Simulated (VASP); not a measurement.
A run of VASP 6.6.1 is set up as follows.

POSCAR

```
Sb
1.0
    0.0000000000      2.3857627860      2.3857627860
    2.3857627860      0.0000000000      2.3857627860
    2.3857627860      2.3857627860      0.0000000000
Sb
1
Direct
    0.0000000000      0.0000000000      0.0000000000
```

Contents of INCAR.step1:

```
ALGO = Normal
EDIFF = 1E-4
ENCUT = 520
GGA = PE
ISMEAR = 0
LASPH = True
LCHARG = False
LREAL = False
LWAVE = True
NBANDS = 8
NELM = 100
PREC = Accurate
SIGMA = 0.1
```

Contents of INCAR.step2:

```
ALGO = Normal
EDIFF = 1E-7
ENCUT = 520
ISIF = 2
ISMEAR = 0
ISTART = 1
LASPH = True
LCHARG = True
LELF = True
LMIXTAU = True
LREAL = False
LVHAR = True
LWAVE = False
METAGGA = R2SCAN
NBANDS = 8
NELM = 100
PREC = Accurate
SIGMA = 0.1
```

KPOINTS

```
k-points
0
Gamma
  16 16 16
```

Potentials or basis: VASP PAW PBE potentials, release 64 (Sb).

Launch:

```bash
$ cat potpaw_PBE.64/Sb/POTCAR > POTCAR
$ cp INCAR.step1 INCAR
$ mpirun -np 1 vasp_std > vasp.out
$ cp INCAR.step2 INCAR
$ mpirun -np 1 vasp_std > vasp.out
```

(1) Estimate the pressure.

## Answers

(1) -0.1 GPa.

Caveat: the PAW data sets were made with another functional, which shifts forces and pressure a little.
